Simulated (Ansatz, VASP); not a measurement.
**One calculation of W, two programs**

```
W
1.0
     2.77983    0.00000    0.00000
    -1.38992    2.40741    0.00000
     0.00000    0.00000    4.94795
W
2
Cartesian
  0.0000 1.6049 1.2370
  1.3899 0.8025 3.7110
```

Alike in both runs: functional PBE; k mesh 9 × 9 × 4; occupations gaussian, width 0.1 eV; no spin polarisation.

Ansatz relaxed the structure, and its values are those at the end. VASP's run is a single point on that final structure, the one shown.

```csv
,VASP,Ansatz
version,VASP 6.6.1,Ansatz 0.2.0
potentials or method,"VASP PAW PBE potentials, release 64 (W_sv), cutoff 520 eV","scalar-relativistic, plane waves, PAW"
valence electrons in the cell,28,28
```

|  | VASP | Ansatz | Ansatz less VASP |
| --- | --- | --- | --- |
| gap on the k mesh at the Fermi level (eV) | none | none | - |
| pressure (GPa) | 0.4 | 0.0 | -0.41 |

A gap of «none» marks a metal or a gap that the smearing closes.

Neither program's run includes spin-orbit coupling.
